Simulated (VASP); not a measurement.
# Hf2C (P4/mmm) in VASP: notebook

The runs below take Hf2C through single point, relaxation of cell and atoms, with PBE.

All numbers are computed with VASP 6.6.1; they aren't measurements. Logs are shortened: lines on timing, memory, paths and dates and some standing lists are left out, and cuts for length are marked.

### 1 The cell of the first run

It takes space group P4/mmm (No. 123, tetragonal). Conventional cell: a = 3.034 Å, b = 3.034 Å, c = 5.962 Å, α = 90.00°, β = 90.00°, γ = 90.00°. Within 2.5 Å of Hf (site symmetry 4mm) lie 1 C at 1.90 Å and 1 Hf at 2.16 Å. Within 2.5 Å of C (site symmetry 4/mmm) lie 2 Hf at 1.90 Å.

### 2 Single point, PBE

INCAR

```
  ALGO = Normal
  EDIFF = 1E-7
  ENCUT = 520
  GGA = PE
  ISIF = 2
  ISMEAR = 0
  LASPH = True
  LCHARG = True
  LELF = True
  LREAL = False
  LVHAR = True
  LWAVE = False
  NBANDS = 19
  NELM = 80
  PREC = Accurate
  SIGMA = 0.1
```

KPOINTS

```
k-points
0
Gamma
  6 6 4
```

POSCAR

```
Hf2C
1.0
    3.0335185100      0.0000000000      0.0000000000
    0.0000000000      3.0335185100      0.0000000000
    0.0000000000      0.0000000000      5.9622422800
Hf C
2 1
Direct
    0.0000000000      0.0000000000      0.8185928600
    0.0000000000      0.0000000000      0.1814071400
    0.0000000000      0.0000000000      0.5000000000
```

Potentials or basis: VASP PAW PBE potentials, release 64 (Hf_pv, C).

The run is started by

```console
cat potpaw_PBE.64/Hf_pv/POTCAR potpaw_PBE.64/C/POTCAR > POTCAR
mpirun -np 1 vasp_std > vasp.out
```

OUTCAR:

```text
EDIFF = 1E-7
   ENCUT = 520
   GGA = PE
   ISIF = 2
   ISMEAR = 0
   LASPH = True
   LREAL = False
   NELM = 80
   PREC = Accurate

 ion  position               nearest neighbor table
   1  0.000  0.000  0.819-   3 1.90   2 2.16   2 3.73   2 3.73   2 3.73   2 3.73   2 3.80
   2  0.000  0.000  0.181-   3 1.90   1 2.16   1 3.73   1 3.73   1 3.73   1 3.73   1 3.80
   3  0.000  0.000  0.500-   1 1.90   2 1.90

  LATTYP: Found a simple tetragonal cell.
 ALAT       =     3.0335185100
 C/A-ratio  =     1.9654543924

  Lattice vectors:

 A1 = (   3.0335185100,   0.0000000000,   0.0000000000)
 A2 = (   0.0000000000,   3.0335185100,   0.0000000000)
 A3 = (   0.0000000000,   0.0000000000,   5.9622422800)

Analysis of symmetry for initial positions (statically):
=====================================================================
 Subroutine PRICEL returns:
 Original cell was already a primitive cell.

 Routine SETGRP: Setting up the symmetry group for a
 simple tetragonal supercell.

 Subroutine GETGRP returns: Found 16 space group operations
 (whereof 16 operations were pure point group operations)
 out of a pool of 16 trial point group operations.

The static configuration has the point symmetry D_4h.

Analysis of symmetry for dynamics (positions and initial velocities):
=====================================================================
 Subroutine PRICEL returns:
 Original cell was already a primitive cell.

 Routine SETGRP: Setting up the symmetry group for a
 simple tetragonal supercell.

 Subroutine GETGRP returns: Found 16 space group operations
 (whereof 16 operations were pure point group operations)
 out of a pool of 16 trial point group operations.

The dynamic configuration has the point symmetry D_4h.

 Subroutine INISYM returns: Found 16 space group operations
 (whereof 16 operations are pure point group operations),
 and found     1 'primitive' translations

----------------------------------------------------------------------------------------

                                     Primitive cell

  volume of cell :      54.8660

  direct lattice vectors                    reciprocal lattice vectors
     3.033518510  0.000000000  0.000000000     0.329650205  0.000000000  0.000000000
     0.000000000  3.033518510  0.000000000     0.000000000  0.329650205  0.000000000
     0.000000000  0.000000000  5.962242280     0.000000000  0.000000000  0.167722134

  length of vectors
     3.033518510  3.033518510  5.962242280     0.329650205  0.329650205  0.167722134

  position of ions in fractional coordinates (direct lattice)
     0.000000000  0.000000000  0.818592860
     0.000000000  0.000000000  0.181407140
     0.000000000  0.000000000  0.500000000

  ion indices of the primitive-cell ions
   primitive index   ion index
                 1           1
                 2           2
                 3           3

----------------------------------------------------------------------------------------

 KPOINTS: k-points

Automatic generation of k-mesh.
 Grid dimensions read from file:
 generate k-points for:    6    6    4

 Generating k-lattice:

  Cartesian coordinates                     Fractional coordinates (reciprocal lattice)
     0.054941701  0.000000000  0.000000000     0.166666667  0.000000000  0.000000000
     0.000000000  0.054941701  0.000000000     0.000000000  0.166666667  0.000000000
     0.000000000  0.000000000  0.041930534     0.000000000  0.000000000  0.250000000

  Length of vectors
     0.054941701  0.054941701  0.041930534

  Shift w.r.t. Gamma in fractional coordinates (k-lattice)
     0.000000000  0.000000000  0.000000000

 Subroutine IBZKPT returns following result:
 ===========================================

 Found     30 irreducible k-points:

 Following reciprocal coordinates:
            Coordinates               Weight
  0.000000  0.000000  0.000000      1.000000
  0.166667  0.000000  0.000000      4.000000
  0.333333  0.000000  0.000000      4.000000
  0.500000  0.000000  0.000000      2.000000
  0.166667  0.166667  0.000000      4.000000
  0.333333  0.166667  0.000000      8.000000
[... 16 lines left out ...]
  0.333333  0.000000  0.500000      4.000000
  0.500000  0.000000  0.500000      2.000000
 [... further k-points ...]
   k-points           NKPTS =     30   k-points in BZ     NKDIM =     30   number of bands    NBANDS=     19
   number of dos      NEDOS =    301   number of ions     NIONS =      3
   total plane-waves  NPLWV =  27648
   dimension x,y,z NGX =    24 NGY =   24 NGZ =   48
   dimension x,y,z NGXF=    48 NGYF=   48 NGZF=   96
   ions per type =               2   1
   NGX,Y,Z   is equivalent  to a cutoff of  13.15, 13.15, 13.38 a.u.
   NGXF,Y,Z  is equivalent  to a cutoff of  26.31, 26.31, 26.77 a.u.
 SYSTEM =  unknown system
   PREC   = accura    normal or accurate (medium, high low for compatibility)
   ISTART =      0    job   : 0-new  1-cont  2-samecut
[... 42 lines left out ...]
 maximum number of plane-waves:      1489
 NGX is ok and might be reduce to    24
   NGX = 11   NGY = 11   NGZ = 23

 number of electron      24.0000001 magnetization

 Free energy of the ion-electron system (eV)
  ---------------------------------------------------
  ext. energy  EPLUGINS =         0.00000000
  ---------------------------------------------------
  free energy    TOTEN  =       -21.57285854 eV

  energy without entropy =      -21.55650812  energy(sigma->0) =      -21.56468333

 E-fermi :   3.6853     XC(G=0): -10.8162

 val. band max:        3.6818423939   @ k =   0.1667   0.1667   0.0000
 cond. band min:       3.7019585200   @ k =   0.5000   0.0000   0.0000
 fundamental gap:      0.0201161261
 Fermi energy:         3.6853284864

 k-point     1 :       0.0000    0.0000    0.0000
  band No.  band energies     occupation
      1     -28.6482      2.00000
      2     -26.2028      2.00000
      3     -26.2028      2.00000
      4     -25.5768      2.00000
      5     -25.5768      2.00000
      6     -24.6949      2.00000
[... 11 lines left out ...]
     18       9.2105      0.00000
     19      10.7334      0.00000

 k-point     2 :       0.1667    0.0000    0.0000
  band No.  band energies     occupation
      1     -28.6276      2.00000
      2     -26.3839      2.00000
      3     -26.1875      2.00000
      4     -25.7339      2.00000
      5     -25.5637      2.00000
      6     -24.6809      2.00000
[... 11 lines left out ...]
     18       8.8467      0.00000
     19       9.7756      0.00000

 k-point     3 :       0.3333    0.0000    0.0000
  band No.  band energies     occupation
      1     -28.5858      2.00000
      2     -26.7305      2.00000
      3     -26.1569      2.00000
      4     -26.0362      2.00000
      5     -25.5374      2.00000
      6     -24.6531      2.00000
[... 11 lines left out ...]
     18       8.5642      0.00000
     19       8.8934      0.00000

 k-point     4 :       0.5000    0.0000    0.0000
  band No.  band energies     occupation
      1     -28.5647      2.00000
      2     -26.8968      2.00000
      3     -26.1821      2.00000
      4     -26.1415      2.00000
      5     -25.5241      2.00000
      6     -24.6393      2.00000
[... 11 lines left out ...]
     18       8.9560      0.00000
     19       8.9586      0.00000

 k-point     5 :       0.1667    0.1667    0.0000
  band No.  band energies     occupation
      1     -28.6072      2.00000
      2     -26.3742      2.00000
      3     -26.3591      2.00000
      4     -25.7248      2.00000
      5     -25.7137      2.00000
      6     -24.6671      2.00000
[... 11 lines left out ...]
     18       8.3816      0.00000
     19       8.8434      0.00000
[... 334 lines left out ...]
      2     -26.1980      2.00000
      3     -26.1980      2.00000
      4     -25.5824      2.00000
      5     -25.5824      2.00000
      6     -24.7650      2.00000
[... 11 lines left out ...]
     18       9.2386      0.00000
     19      10.5768      0.00000

 k-point    22 :       0.1667    0.0000    0.5000
  band No.  band energies     occupation
      1     -28.5978      2.00000
      2     -26.3784      2.00000
      3     -26.1828      2.00000
      4     -25.7404      2.00000
      5     -25.5693      2.00000
      6     -24.7485      2.00000
[... 11 lines left out ...]
     18       9.6786      0.00000
     19       9.7629      0.00000

 k-point    23 :       0.3333    0.0000    0.5000
  band No.  band energies     occupation
      1     -28.5581      2.00000
      2     -26.7239      2.00000
      3     -26.1523      2.00000
      4     -26.0441      2.00000
      5     -25.5428      2.00000
      6     -24.7159      2.00000
[... 11 lines left out ...]
     18       8.4940      0.00000
     19      11.1095      0.00000

 k-point    24 :       0.5000    0.0000    0.5000
  band No.  band energies     occupation
      1     -28.5380      2.00000
      2     -26.8898      2.00000
      3     -26.1906      2.00000
      4     -26.1369      2.00000
      5     -25.5295      2.00000
      6     -24.6997      2.00000
[... 11 lines left out ...]
     18       9.4671      0.00000
     19      11.6407      0.00000

 [... further k-points ...]
[... 5 lines left out ...]
  --------------------------------------------------------------------------------------
  -------------------------------------------------------------------------------------
  Total        1.4338858      1.4338858     34.0593493      0.0000000      0.0000000     -0.0000000
  in kB       41.8718581     41.8718581    994.5898220      0.0000000      0.0000000     -0.0000000
  external PRESSURE =     359.4445128 kB  Pullay stress =       0.0000000 kB

 VOLUME and BASIS-vectors are now :
 -----------------------------------------------------------------------------
  energy-cutoff  :      520.00
  volume of cell :       54.87
      direct lattice vectors                 reciprocal lattice vectors
     3.033518510  0.000000000  0.000000000     0.329650205  0.000000000  0.000000000
     0.000000000  3.033518510  0.000000000     0.000000000  0.329650205  0.000000000
     0.000000000  0.000000000  5.962242280     0.000000000  0.000000000  0.167722134

 POSITION                                       TOTAL-FORCE (eV/Angst)
 -----------------------------------------------------------------------------------
      0.00000      0.00000      4.88065         0.000000      0.000000     -5.632225
      0.00000      0.00000      1.08159        -0.000000      0.000000      5.632225
      0.00000      0.00000      2.98112         0.000000      0.000000      0.000000
 -----------------------------------------------------------------------------------
    total drift:                                0.000000      0.000000      0.000000

  FREE ENERGIE OF THE ION-ELECTRON SYSTEM (eV)
  ---------------------------------------------------
  free  energy   TOTEN  =       -21.5728585390 eV

  energy  without entropy=      -21.5565081234  energy(sigma->0) =      -21.56468333
```

It took 41 s on 1 thread of Intel Xeon Platinum 8375C at 2.90GHz (Ice Lake), shared host; peak memory 0.18 GiB.

Results:

```
Free energy            : -21.5729 eV
Pressure               : 35.9 GPa
Largest force          : 5.632 eV/Å
Band gap on the k mesh : zero (band 12 reaches 4.50 eV, above the bottom of band 13 at 2.23 eV)
```

Forces in eV/Å, atoms in the order of the input:
```
Hf   0.000  0.000 -5.632
Hf   0.000  0.000  5.632
C    0.000  0.000  0.000
```

Caveat: spin-orbit coupling is left out, which moves the levels of the heavy elements; forces of over 1 eV/Å act on the atoms, so gaps and moduli don't describe the material at rest.

### 3 Single point, PBE

This run uses another cell than the first one, of 21.06 Å³/atom, 1.152 times its volume.

INCAR

```
  PREC = Accurate
  ENCUT = 520
  EDIFF = 1E-7
  ISMEAR = 0
  SIGMA = 0.1
  LREAL = False
  LASPH = True
  NELM = 100
  ALGO = Normal
  ISIF = 2
  LWAVE = False
  LCHARG = False
  GGA = PE
  NBANDS = 19
```

KPOINTS

```
Automatic mesh
0
Gamma
  6 6 4
```

POSCAR

```
Hf2C
1.0
    2.9376971429      0.0000000000      0.0000000000
    0.0000000000      2.9376971429      0.0000000000
    0.0000000000      0.0000000000      7.3220036761
Hf C
2 1
Direct
    0.0000000000      0.0000000000      0.7852257280
    0.0000000000      0.0000000000      0.2147742720
    0.0000000000      0.0000000000      0.5000000000
```

Potentials or basis: VASP PAW PBE potentials, release 64 (Hf_pv, C).

The run is started by

```console
cat potpaw_PBE.64/Hf_pv/POTCAR potpaw_PBE.64/C/POTCAR > POTCAR
mpirun -np 1 vasp_std > vasp.out
```

Run time: 63 s. Hardware: 1 thread of Intel Xeon Platinum 8375C at 2.90GHz (Ice Lake), shared host; peak memory 0.19 GiB.

The run converged. Its results:

```yaml
Free_energy: -24.5087 eV
Pressure: -0.1 GPa
Largest_force: 0.013 eV/Å
Band_gap_on_the_k_mesh: zero (band 12 reaches 3.22 eV, above the bottom of band 13 at 2.43 eV)
```

Forces on the atoms (eV/Å):
```
Hf   0.000  0.000 -0.013
Hf   0.000  0.000  0.013
C    0.000  0.000  0.000
```

Stress tensor (GPa, compression positive):
```
-0.21  0.00  0.00
 0.00 -0.21  0.00
 0.00  0.00  0.07
```

Levels at points of the mesh, in eV from the Fermi level:
| k point | band 8 | band 9 | band 10 | band 11 | band 12 | band 13 | band 14 | band 15 | band 16 | band 17 |
| --- | --- | --- | --- | --- | --- | --- | --- | --- | --- | --- |
| (0.00, 0.00, 0.00) | -4.77 | -4.05 | -1.90 | -1.00 | -0.81 | -0.65 | 1.19 | 1.19 | 5.23 | 5.23 |
| (0.50, 0.00, 0.00) | -3.62 | -1.85 | -1.60 | -0.97 | -0.73 | 0.88 | 1.16 | 1.74 | 3.33 | 3.39 |
| (0.50, 0.50, 0.00) | -2.34 | -2.34 | -2.26 | -1.55 | -1.13 | 1.50 | 1.50 | 2.02 | 2.02 | 2.90 |
| (0.00, 0.00, 0.50) | -5.74 | -3.41 | -2.31 | -0.96 | -0.70 | 0.16 | 1.34 | 1.34 | 4.02 | 4.02 |
| (0.50, 0.00, 0.50) | -3.37 | -3.17 | -1.75 | -1.05 | -0.88 | 1.73 | 1.87 | 2.86 | 3.09 | 3.36 |
| (0.50, 0.50, 0.50) | -2.17 | -2.08 | -2.08 | -2.05 | -1.69 | -0.04 | -0.04 | 4.51 | 4.51 | 5.13 |

Caveat: spin-orbit coupling is left out, which moves the levels of the heavy elements.

### 4 Relaxation of cell and atoms, PBE

INCAR

```
PREC = Accurate
ENCUT = 600
EDIFF = 1E-6
ISMEAR = 0
SIGMA = 0.1
LREAL = False
LASPH = True
NELM = 60
ALGO = Normal
ISIF = 3
LWAVE = False
LCHARG = False
GGA = PE
IBRION = 2
NSW = 90
EDIFFG = -0.04
```

KPOINTS is that of step 3.

POSCAR

```
Hf2C
1.0
    3.0335185100      0.0000000000      0.0000000000
    0.0000000000      3.0335185100      0.0000000000
    0.0000000000      0.0000000000      5.9622422800
Hf C
2 1
Direct
    0.0000000000      0.0000000000      0.8185928600
    0.0000000000      0.0000000000      0.1814071400
    0.0000000000      0.0000000000      0.5000000000
```

The run is started by

```console
cat potpaw_PBE.64/Hf_pv/POTCAR potpaw_PBE.64/C/POTCAR > POTCAR
mpirun -np 1 vasp_std > vasp.out
```

It took 3.8 min on 1 thread of Intel Xeon Platinum 8375C at 2.90GHz (Ice Lake), shared host; peak memory 0.19 GiB.

It converged, with:

```
Free energy                            : -24.5046 eV
Relaxed volume                         : 21.00 Å³/atom
Relaxed cell                           : a = 2.936 Å, b = 2.936 Å, c = 7.308 Å, α = 90.00°, β = 90.00°, γ = 90.00°
Space group after relaxing (to 0.05 Å) : P4/mmm (No. 123)
Energy gained by relaxing              : 976.8 meV/atom
Ionic steps                            : 12
Pressure after relaxing                : 0.0 GPa
Largest force after relaxing           : 0.013 eV/Å
Band gap on the k mesh                 : zero (band 12 reaches 3.24 eV, above the bottom of band 13 at 2.45 eV)
```

Forces on the atoms (eV/Å):
```
Hf   0.000  0.000 -0.013
Hf   0.000  0.000  0.013
C    0.000  0.000  0.000
```

Stress tensor (GPa, compression positive):
```
-0.10  0.00  0.00
 0.00 -0.10  0.00
 0.00  0.00  0.22
```

The path:
| step | energy change (eV) | largest force (eV/Å) | pressure (GPa) | volume (Å³) |
| --- | --- | --- | --- | --- |
| 1 | 0.0000 | 5.6334 | 35.90 | 54.87 |
| 2 | -0.5009 | 2.1684 | -16.24 | 88.83 |
| 3 | -2.7746 | 0.9624 | -6.56 | 68.91 |
| 4 | -2.7983 | 0.8845 | -5.43 | 68.02 |
| 5 | -2.8113 | 0.7647 | -3.62 | 66.69 |
| 6 | -2.8875 | 0.2322 | 1.84 | 62.82 |
| 7 | -2.8880 | 0.1520 | 1.37 | 63.10 |
| 8 | -2.9289 | 0.0778 | 0.39 | 62.37 |
| 9 | -2.9294 | 0.0526 | 0.45 | 62.44 |
| 10 | -2.9302 | 0.0810 | -0.09 | 62.90 |
| 11 | -2.9302 | 0.0807 | -0.10 | 62.92 |
| 12 | -2.9305 | 0.0128 | 0.01 | 62.99 |

Final structure:
```
Hf C
1.0
     2.93586    0.00000    0.00000
     0.00000    2.93586    0.00000
     0.00000    0.00000    7.30793
Hf C
2 1
Cartesian
  0.0000 0.0000 5.7408
  0.0000 0.0000 1.5671
  0.0000 0.0000 3.6540
```

Levels at points of the mesh, in eV from the Fermi level:
```
           k point  band 9  band 10  band 11  band 12  band 13  band 14  band 15  band 16
(0.00, 0.00, 0.00)   -4.05    -1.90    -1.00    -0.80    -0.65     1.18     1.18     5.62
(0.50, 0.00, 0.00)   -1.84    -1.60    -0.98    -0.73     0.88     1.16     1.73     3.42
(0.50, 0.50, 0.00)   -2.35    -2.27    -1.56    -1.12     1.50     1.50     2.03     2.03
(0.00, 0.00, 0.50)   -3.40    -2.32    -0.96    -0.69     0.18     1.34     1.34     4.02
(0.50, 0.00, 0.50)   -3.18    -1.76    -1.05    -0.87     1.74     1.87     2.88     3.12
(0.50, 0.50, 0.50)   -2.08    -2.08    -2.06    -1.69    -0.05    -0.05     4.54     4.54
```

Caveat: spin-orbit coupling is left out, which moves the levels of the heavy elements.

### 5 Single point, PBE

This run uses another cell than the first one, of 20.90 Å³/atom, 1.143 times its volume.

INCAR

```
ALGO = Normal
EDIFF = 1E-7
ENCUT = 520
GGA = PE
ISIF = 2
ISMEAR = 0
LASPH = True
LCHARG = False
LREAL = False
LWAVE = False
NBANDS = 19
NELM = 80
PREC = Accurate
SIGMA = 0.1
```

KPOINTS

```
k-points
0
Gamma
  16 16 6
```

POSCAR

```
Hf2C
1.0
    2.9206950740      0.0000000000      0.0000000000
    0.0000000000      2.9206950740      0.0000000000
    0.0000000000      0.0000000000      7.3502529821
Hf C
2 1
Direct
    0.0000000000      0.0000000000      0.7842957250
    0.0000000000      0.0000000000      0.2157042750
    0.0000000000      0.0000000000      0.5000000000
```

The run is started by

```console
cat potpaw_PBE.64/Hf_pv/POTCAR potpaw_PBE.64/C/POTCAR > POTCAR
mpirun -np 1 vasp_std > vasp.out
```

It took 5.3 min on 1 thread of Intel Xeon Platinum 8375C at 2.90GHz (Ice Lake), shared host; peak memory 0.32 GiB.

The run converged. Its results:

* Free energy: -24.5989 eV
* Pressure: -0.1 GPa
* Band gap on the k mesh: zero (band 12 reaches 3.39 eV, above the bottom of band 13 at 2.42 eV)

Stress tensor (GPa, compression positive):
```
-0.24  0.00  0.00
 0.00 -0.24  0.00
 0.00  0.00  0.17
```

Levels at points of the mesh, in eV from the Fermi level:
| k point | band 8 | band 9 | band 10 | band 11 | band 12 | band 13 | band 14 | band 15 | band 16 | band 17 |
| --- | --- | --- | --- | --- | --- | --- | --- | --- | --- | --- |
| (0.00, 0.00, 0.00) | -4.76 | -4.07 | -1.88 | -0.99 | -0.81 | -0.66 | 1.30 | 1.30 | 5.31 | 5.31 |
| (0.50, 0.00, 0.00) | -3.61 | -1.81 | -1.55 | -0.92 | -0.71 | 0.85 | 1.21 | 1.87 | 3.41 | 3.42 |
| (0.50, 0.50, 0.00) | -2.30 | -2.30 | -2.28 | -1.60 | -1.06 | 1.59 | 1.59 | 2.01 | 2.01 | 3.01 |
| (0.00, 0.00, 0.50) | -5.72 | -3.42 | -2.27 | -0.95 | -0.70 | 0.14 | 1.45 | 1.45 | 4.16 | 4.16 |
| (0.50, 0.00, 0.50) | -3.36 | -3.09 | -1.71 | -1.01 | -0.86 | 1.80 | 2.00 | 2.88 | 3.06 | 3.44 |
| (0.50, 0.50, 0.50) | -2.18 | -2.04 | -2.04 | -1.95 | -1.73 | 0.03 | 0.03 | 4.49 | 4.49 | 5.21 |

Caveat: spin-orbit coupling is left out, which moves the levels of the heavy elements.

### 6 Summary

```csv
task,cell,k mesh,cutoff (eV),gap on the mesh (eV),pressure (GPa),largest force (eV/Å)
single point,"a = 3.034, b = 3.034, c = 5.962 Å, 3 atoms",6 × 6 × 4,520,none,35.9,5.63
single point,"a = 2.938, b = 2.938, c = 7.322 Å, 3 atoms",6 × 6 × 4,520,none,-0.1,0.01
relaxation of cell and atoms,"relaxed from a = 3.034, b = 3.034, c = 5.962 Å, 3 atoms",6 × 6 × 4,600,none,0.0,0.01
single point,"a = 2.921, b = 2.921, c = 7.350 Å, 3 atoms",16 × 16 × 6,520,none,-0.1,-
```

Alike in all rows: level PBE; potentials or basis VASP PAW PBE potentials, release 64 (Hf_pv, C); no spin polarisation; smearing gaussian 0.1 eV.

Caveats: spin-orbit coupling is left out, which moves the levels of the heavy elements; forces of over 1 eV/Å act on the atoms, so gaps and moduli don't describe the material at rest (some runs).

Total energies depend on the potentials used, so only differences within one code and one set of settings carry meaning.
